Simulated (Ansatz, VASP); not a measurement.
## One calculation of InSb, two programs

```
In Sb
1.0
     0.00000    3.31661    3.31661
     3.31661    0.00000    3.31661
     3.31661    3.31661    0.00000
In Sb
1 1
Cartesian
  0.0000 0.0000 0.0000
  1.6583 1.6583 1.6583
```

Alike in both runs: functional PBE; k mesh 12 × 12 × 12; occupations gaussian, width 0.1 eV; no spin polarisation.

Ansatz relaxed the structure, and its values are those at the end. VASP's run is a single point on that final structure, the one shown.

|  | VASP | Ansatz |
| --- | --- | --- |
| version | VASP 6.6.1 | Ansatz 0.2.0 |
| potentials or method | VASP PAW PBE potentials, release 64 (In_d, Sb), cutoff 520 eV | scalar-relativistic, plane waves, PAW |
| valence electrons in the cell | 18 | 28 |

```csv
,VASP,Ansatz,Ansatz less VASP
gap on the k mesh at the Fermi level (eV),none,none,-
pressure (GPa),0.0,0.0,+0.02
```

A gap of «none» marks a metal or a gap that the smearing closes. VASP's potentials hold 18 valence electrons a cell and Ansatz's 28, so a difference there can come from the potentials and not from the codes.

Spin-orbit coupling is off throughout.
